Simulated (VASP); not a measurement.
**CoPt2W: density of states with PBE**

Crystal: CoPt2W.

```
Co Pt W
1.0
     3.96868    0.00000    0.00000
     0.00000    3.96868    0.00000
     0.00000    0.00000    3.89282
Co Pt W
1 2 1
Direct
  0.50000 0.50000 0.00000
  0.00000 0.50000 0.50000
  0.50000 0.00000 0.50000
  0.00000 0.00000 0.00000
```

```json
{
  "Program": "VASP 6.6.1",
  "Task": "density of states",
  "Functional": "PBE",
  "Potentials or basis": "VASP PAW PBE potentials, release 64 (Co, Pt, W_sv)",
  "Cutoff": "520 eV",
  "k mesh": "9 × 9 × 9",
  "Occupations": "fermi-dirac, width 0.0627 eV",
  "Spin": "no spin polarisation",
  "Dipole correction": "no",
  "k mesh for the DOS": "14 × 14 × 14",
  "Occupations for the DOS": "tetrahedron",
  "Further INCAR settings": "ALGO = Normal; EDIFF = 1e-06; NBANDS = 30"
}
```

```
Valence electrons inside the program's atomic spheres : Co 8.08; Pt 9.34; W 11.71
```

Levels at points of the mesh, in eV from the Fermi level:
```
           k point  band 19  band 20  band 21  band 22  band 23  band 24
(0.00, 0.00, 0.00)    -0.05    -0.05     1.24     1.31     1.41     1.41
(0.50, 0.00, 0.00)    -1.17    -0.69    -0.67    -0.64    -0.04     0.04
(0.50, 0.50, 0.00)    -2.14    -1.98    -1.24    -0.17    -0.17    -0.02
(0.00, 0.00, 0.50)    -1.57    -1.19    -0.56    -0.56    -0.26    -0.04
(0.50, 0.00, 0.50)    -1.21    -1.10    -1.07    -0.19     0.02     0.08
(0.50, 0.50, 0.50)    -0.62    -0.62    -0.44    -0.44    -0.33     0.89
```

Wall time 4.2 min on 1 thread of Intel(R) Xeon(R) Platinum 8488C (Sapphire Rapids), with other jobs on the host, peak memory 0.6 GiB.

Caveat: spin-orbit coupling is left out, which moves the levels of the heavy elements. Spin polarisation is off, so any magnetic state and its effect on volume and gap are missing.
